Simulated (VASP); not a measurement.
# Sb (I4/mmm) in VASP: further runs, part 2 of 3

VASP 6.6.1. The steps go on from the part before.

## (3) Electric field gradients, PBEsol (23.59 Å³/atom)

File INCAR:

```
SYSTEM = Sb
ALGO = Normal
EDIFF = 1E-8
ENCUT = 520
GGA = PS
ISIF = 2
ISMEAR = -1
LASPH = .TRUE.
LCHARG = .FALSE.
LEFG = .TRUE.
LREAL = .FALSE.
LWAVE = .FALSE.
NBANDS = 8
NELM = 80
PREC = Accurate
SIGMA = 0.05
```

File KPOINTS:

```
k-points
0
G
  19 19 19
  0 0 0
```

File POSCAR:

```
Sb
1.0
   -1.5296765170      1.5296765170      2.5206629649
    1.5296765170     -1.5296765170      2.5206629649
    1.5296765170      1.5296765170     -2.5206629649
Sb
1
Direct
    0.0000000000      0.0000000000      0.0000000000
```

Potentials or basis: VASP PAW PBE potentials, release 64 (Sb).

Launch:

```
> cat potpaw_PBE.64/Sb/POTCAR > POTCAR
> mpirun -np 1 vasp_std > vasp.out
```

OUTCAR:

```text
SYSTEM = Sb
   EDIFF = 1E-8
   ENCUT = 520
   GGA = PS
   ISIF = 2
   ISMEAR = -1
   LASPH = .TRUE.
   LREAL = .FALSE.
   NELM = 80
   PREC = Accurate

 ion  position               nearest neighbor table
   1  0.000  0.000  0.000-

  LATTYP: Found a body centered tetragonal cell.
 ALAT       =     3.0593530340
 C/A-ratio  =     1.6478405316

  Lattice vectors:

 A1 = (  -1.5296765170,   1.5296765170,   2.5206629649)
 A2 = (   1.5296765170,  -1.5296765170,   2.5206629649)
 A3 = (   1.5296765170,   1.5296765170,  -2.5206629649)

Analysis of symmetry for initial positions (statically):
=====================================================================
 Subroutine PRICEL returns:
 Original cell was already a primitive cell.

 Routine SETGRP: Setting up the symmetry group for a
 body centered tetragonal supercell.

 Subroutine GETGRP returns: Found 16 space group operations
 (whereof 16 operations were pure point group operations)
 out of a pool of 16 trial point group operations.

The static configuration has the point symmetry D_4h.

Analysis of symmetry for dynamics (positions and initial velocities):
=====================================================================
 Subroutine PRICEL returns:
 Original cell was already a primitive cell.

 Routine SETGRP: Setting up the symmetry group for a
 body centered tetragonal supercell.

 Subroutine GETGRP returns: Found 16 space group operations
 (whereof 16 operations were pure point group operations)
 out of a pool of 16 trial point group operations.

The dynamic configuration has the point symmetry D_4h.

 Subroutine INISYM returns: Found 16 space group operations
 (whereof 16 operations are pure point group operations),
 and found     1 'primitive' translations

----------------------------------------------------------------------------------------

                                     Primitive cell

  volume of cell :      23.5925

  direct lattice vectors                    reciprocal lattice vectors
    -1.529676517  1.529676517  2.520662965     0.000000000  0.326866494  0.198360513
     1.529676517 -1.529676517  2.520662965     0.326866494  0.000000000  0.198360513
     1.529676517  1.529676517 -2.520662965     0.326866494  0.326866494  0.000000000

  length of vectors
     3.321680640  3.321680640  3.321680640     0.382346176  0.382346176  0.462259029

  position of ions in fractional coordinates (direct lattice)
     0.000000000  0.000000000  0.000000000

  ion indices of the primitive-cell ions
   primitive index   ion index
                 1           1

----------------------------------------------------------------------------------------

 KPOINTS: k-points

Automatic generation of k-mesh.
 Grid dimensions read from file:
 generate k-points for:   19   19   19

 Generating k-lattice:

  Cartesian coordinates                     Fractional coordinates (reciprocal lattice)
     0.000000000  0.017203500  0.010440027     0.052631579  0.000000000  0.000000000
[... 63 lines left out ...]
   IBRION =     -1    ionic relax: 0-MD 1-quasi-New 2-CG
   NFREE  =      0    steps in history (QN), initial steepest desc. (CG)
   ISIF   =      2    stress and relaxation
   ISYM   =      2    0-nonsym 1-usesym 2-fastsym
   POTIM  = 0.5000    time-step for ionic-motion
   TEBEG  =    0.0;   TEEND  =   0.0 temperature during run
   PSTRESS=    0.0 pullay stress
   NELECT =       5.0000    total number of electrons
   NUPDOWN=      -1.0000    fix difference up-down
   EMIN   =  10.00;   EMAX   =-10.00  energy-range for DOS
   EFERMI =   0.00;   METHOD = LEGACY
   ISMEAR =    -1;   SIGMA  =   0.05  broadening in eV -4-tet -1-fermi 0-gaus
   EFERMI_NEDOS =   21; number of points for ismear=-14 and -15
   IALGO  =     38    algorithm
   IMIX   =      4    mixing-type and parameters
     AMIX     =   0.40;   BMIX     =  1.00
     AMIX_MAG =   1.60;   BMIX_MAG =  1.00
  volume/ion in A,a.u.               =      23.59       159.21
  Fermi-wavevector in a.u.,A,eV,Ry     =   0.976053  1.844473 12.961997  0.952680
  Thomas-Fermi vector in A             =   2.106642
   LORBIT       =      0    0 simple, 1 ext, 2 COOP (PROOUT), +10 PAW based schemes
   GGA     = PS    functional components
   LHFCALC =     F    Hartree Fock is set to
   AEXX    =    0.0000 exact exchange contribution
   IVDW    =     0    specifies the selected vdW correction
   LEPSILON=     F    determine dielectric tensor
   LRPA    =     F    only Hartree local field effects (RPA)
 non-spin polarized calculation
  energy-cutoff  :      520.00
  volume of cell :       23.59
 maximum number of plane-waves:       650
 NGX is ok and might be reduce to    28
   NGX = 13   NGY = 13   NGZ = 13

 number of electron       5.0000000 magnetization

 Free energy of the ion-electron system (eV)
  ---------------------------------------------------
  ext. energy  EPLUGINS =         0.00000000
  ---------------------------------------------------
  free energy    TOTEN  =        -4.24035469 eV

  energy without entropy =       -4.23553922  energy(sigma->0) =       -4.23794695

 E-fermi :  10.2483     XC(G=0): -10.9091

 val. band max:       10.2363828277   @ k =   0.2632   0.2632   0.1579
 cond. band min:      10.2496420993   @ k =  -0.2105   0.3158   0.1053
 fundamental gap:      0.0132592716
 Fermi energy:        10.2483035855

 k-point     1 :       0.0000    0.0000    0.0000
  band No.  band energies     occupation
      1      -3.8620      2.00000
      2      16.2656      0.00000
      3      16.5855      0.00000
      4      16.5855      0.00000
      5      20.1892      0.00000
      6      20.7001      0.00000
      7      21.2154      0.00000
      8      21.2154      0.00000
[... 243 lines left out ...]
 k-point    24 :      -0.2632    0.0526    0.0000
  band No.  band energies     occupation
      1      -2.4086      2.00000
      2       9.5478      2.00000
      3      13.8767      0.00000
      4      15.9769      0.00000
      5      18.3934      0.00000
      6      20.4533      0.00000
      7      21.8934      0.00000
      8      22.5807      0.00000

 [... further k-points ...]
[... 5 lines left out ...]
  --------------------------------------------------------------------------------------
  -------------------------------------------------------------------------------------
  Total        1.4584237      1.4584237      1.2785599      0.0000000      0.0000000      0.0000000
  in kB       99.0422123     99.0422123     86.8275810      0.0000000      0.0000000      0.0000000
  external PRESSURE =      94.9706686 kB  Pullay stress =       0.0000000 kB

 VOLUME and BASIS-vectors are now :
 -----------------------------------------------------------------------------
  energy-cutoff  :      520.00
  volume of cell :       23.59
      direct lattice vectors                 reciprocal lattice vectors
    -1.529676517  1.529676517  2.520662965     0.000000000  0.326866494  0.198360513
     1.529676517 -1.529676517  2.520662965     0.326866494  0.000000000  0.198360513
     1.529676517  1.529676517 -2.520662965     0.326866494  0.326866494  0.000000000

 POSITION                                       TOTAL-FORCE (eV/Angst)
 -----------------------------------------------------------------------------------
      0.00000      0.00000      0.00000        -0.000000      0.000000      0.000000
 -----------------------------------------------------------------------------------
    total drift:                                0.000000      0.000000      0.000000

  FREE ENERGIE OF THE ION-ELECTRON SYSTEM (eV)
  ---------------------------------------------------
  free  energy   TOTEN  =        -4.2403546886 eV

  energy  without entropy=       -4.2355392206  energy(sigma->0) =       -4.23794695

 Electric field gradients (V/A^2)
---------------------------------------------------------------------
 ion       V_xx      V_yy      V_zz      V_xy      V_xz      V_yz
---------------------------------------------------------------------
   1     -19.543   -19.543    39.086    -0.000    -0.000    -0.000
---------------------------------------------------------------------

 Electric field gradients after diagonalization (V/A^2)
 (convention: |V_zz| > |V_xx| > |V_yy|)
----------------------------------------------------------------------
 ion       V_xx      V_yy      V_zz     asymmetry (V_yy - V_xx)/ V_zz
----------------------------------------------------------------------
   1     -19.543   -19.543    39.086       0.000
----------------------------------------------------------------------

           NMR quadrupolar parameters

 Cq : quadrupolar parameter    Cq=e*Q*V_zz/h
 eta: asymmetry parameters     (V_yy - V_xx)/ V_zz
 Q  : nuclear electric quadrupole moment in mb (millibarn)
----------------------------------------------------------------------
 ion       Cq(MHz)       eta       Q (mb)
----------------------------------------------------------------------
   1       0.095       0.000       1.000
----------------------------------------------------------------------
```

OSZICAR:

```text
N       E                     dE             d eps       ncg     rms          rms(c)
DAV:   1     0.505985347145E+01    0.50599E+01   -0.17217E+03  8864   0.415E+02
DAV:   2    -0.415172635971E+01   -0.92116E+01   -0.88456E+01 12328   0.546E+01
DAV:   3    -0.424828899867E+01   -0.96563E-01   -0.96371E-01 10664   0.623E+00
DAV:   4    -0.424856021629E+01   -0.27122E-03   -0.27122E-03 13792   0.405E-01
DAV:   5    -0.424856060810E+01   -0.39181E-06   -0.39113E-06 11176   0.969E-03    0.216E+00
DAV:   6    -0.424340143159E+01    0.51592E-02   -0.12145E-03 11672   0.165E-01    0.127E+00
DAV:   7    -0.424036419626E+01    0.30372E-02   -0.26492E-03 10496   0.243E-01    0.310E-02
DAV:   8    -0.424035507931E+01    0.91170E-05   -0.46588E-05 12024   0.507E-02    0.662E-03
DAV:   9    -0.424035499778E+01    0.81528E-07   -0.63034E-07 12752   0.566E-03    0.309E-03
DAV:  10    -0.424035477222E+01    0.22556E-06   -0.28000E-08 12168   0.904E-04    0.667E-04
DAV:  11    -0.424035470405E+01    0.68169E-07   -0.16113E-09  7552   0.247E-04    0.714E-05
DAV:  12    -0.424035468764E+01    0.16411E-07   -0.11522E-10  5704   0.786E-05    0.192E-05
DAV:  13    -0.424035468864E+01   -0.99871E-09   -0.11900E-11  5136   0.278E-05
   1 F= -.42403547E+01 E0= -.42379470E+01  d E =-.481547E-02
```

Run time: 3.3 min. Hardware: 1 thread of Intel Xeon 8259CL, shared host; peak memory 0.24 GiB.

Results:

```
Free energy                             : -4.2404 eV
Pressure                                : 9.5 GPa
Band gap on the k mesh                  : zero (an odd number of electrons rules out a gap without spin polarisation)
Largest electric field gradient by atom : Sb +39.1 V/Å²
```

Electric field gradients, principal values (V/Å²):
```tsv
atom	least	middle	greatest (by size)
1 Sb	-19.543	-19.543	39.086
```

Caveat: the cell stands under pressure; without QUAD_EFG the Cq values of the log hold for a quadrupole moment of 1 mb, not for the nuclei; the PAW data sets were made with another functional, which shifts forces and pressure a little; spin-orbit coupling is left out, which moves the levels of the heavy elements.

(Continued in part 3 of 3.)
